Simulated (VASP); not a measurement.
Runs of VASP 6.6.1 on HfO2. The structure is that of space group Fm-3m (No. 225), or close to it. The cells are those of the table. 

| cell | gap on the mesh (eV) | pressure (GPa) |
| --- | --- | --- |
| a = 3.708, b = 3.708, c = 3.617 Å, angles 60.8, 60.8, 58.4°, 3 atoms | 3.15 | -15.8 |
| a = 3.662, b = 3.662, c = 3.707 Å, angles 59.6, 59.6, 60.8°, 3 atoms | (c) | -16.0 |
| a = 3.753, b = 3.753, c = 3.798 Å, angles 59.6, 59.6, 60.8°, 3 atoms | 3.22 | -27.1 |
| a = 3.618, b = 3.618, c = 3.526 Å, angles 60.8, 60.8, 58.3°, 3 atoms | 3.28 | 0.3 |
| a = 3.753, b = 3.753, c = 3.707 Å, angles 60.4, 60.4, 59.2°, 3 atoms | 3.34 | -23.8 |
| a = 3.482, b = 3.482, c = 3.526 Å, angles 59.6, 59.6, 60.9°, 3 atoms | 3.69 | (a) |
| a = 3.528, b = 3.528, c = 3.436 Å, angles 60.9, 60.9, 58.3°, 3 atoms | 3.39 | 23.2 |
| a = 3.662, b = 3.662, c = 3.617 Å, angles 60.4, 60.4, 59.2°, 3 atoms | (b) | -11.3 |

Alike in all rows: task single point; level PBE; potentials or basis VASP PAW PBE potentials, release 64 (Hf_pv, O); no spin polarisation; k mesh 8 × 8 × 8; cutoff (eV) 520; smearing gaussian 0.05 eV.

Fill in the values left out.

(a) 22.9; (b) 3.51; (c) 3.40.

Caveats: spin-orbit coupling is left out, which moves the levels of the heavy elements.

A k mesh can miss the band edges, and the runs leave out spin-orbit coupling on Hf.
